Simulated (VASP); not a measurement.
Set up this calculation in VASP 6.6.1, as the native input.

* Task: single point
* Functional: r2SCAN
* Potentials or basis: VASP PAW PBE potentials, release 64 (Ga_d, N)
* Cutoff: 520 eV
* k mesh: 10 × 10 × 10
* Occupations: gaussian, width 0.05 eV
* Spin: no spin polarisation
* Dipole correction: no
* Further INCAR settings: ALGO = Normal; EDIFF = 1e-07; NBANDS = 16

GaN:

```
Ga N
1.0
     0.00000    2.30984    2.36618
     2.30984    0.00000    2.36618
     2.30984    2.30984    0.00000
Ga N
1 1
Direct
  0.00000 0.00000 0.00000
  0.75000 0.75000 0.75000
```

This cell differs from its parent crystal: strain +0.025 along x and y, +0.050 along z.

The input as run:

POSCAR

```
GaN
1.0
    0.0000000000      2.3098381227      2.3661756379
    2.3098381227      0.0000000000      2.3661756379
    2.3098381227      2.3098381227      0.0000000000
Ga N
1 1
Direct
    0.0000000000      0.0000000000      0.0000000000
    0.7500000000      0.7500000000      0.7500000000
```

INCAR.step1

```
ALGO     = Normal         # electronic algorithm
EDIFF    = 1E-4           # SCF threshold, eV
ENCUT    = 520            # plane-wave cutoff, eV
GGA      = PE             # functional
ISMEAR   = 0              # smearing method
LASPH    = T              # aspherical terms in the spheres
LCHARG   = F              # write CHGCAR
LREAL    = F              # projectors in reciprocal space
LWAVE    = T              # write WAVECAR
NBANDS   = 16             # bands
NELM     = 100            # most SCF steps
PREC     = Accurate       # precision mode
SIGMA    = 0.05           # smearing width, eV
```

INCAR.step2

```
ALGO     = Normal         # electronic algorithm
EDIFF    = 1E-7           # SCF threshold, eV
ENCUT    = 520            # plane-wave cutoff, eV
ISIF     = 2              # what is computed and relaxed
ISMEAR   = 0              # smearing method
ISTART   = 1            
LASPH    = T              # aspherical terms in the spheres
LCHARG   = F              # write CHGCAR
LMIXTAU  = T            
LREAL    = F              # projectors in reciprocal space
LWAVE    = F              # write WAVECAR
METAGGA  = R2SCAN         # meta-GGA
NBANDS   = 16             # bands
NELM     = 100            # most SCF steps
PREC     = Accurate       # precision mode
SIGMA    = 0.05           # smearing width, eV
```

KPOINTS

```
k-points
0
Gamma
  10 10 10
```

Potentials or basis: VASP PAW PBE potentials, release 64 (Ga_d, N).

Run with:

```console
$ cat potpaw_PBE.64/Ga_d/POTCAR potpaw_PBE.64/N/POTCAR > POTCAR
$ cp INCAR.step1 INCAR
$ mpirun -np 1 vasp_std > vasp.out
$ cp INCAR.step2 INCAR
$ mpirun -np 1 vasp_std > vasp.out
```

It gave:

```
Pressure               : -15.6 GPa
Band gap on the k mesh : 1.43 eV
```

Caveat: the cell differs from its parent crystal (strain +0.025 along x and y, +0.050 along z); the cell stands under tension; the PAW data sets were made with another functional, which shifts forces and pressure a little.

It took 92 s on 1 thread of Intel(R) Xeon(R) 6975P-C (Granite Rapids), on a shared host, peak memory 0.18 GiB.
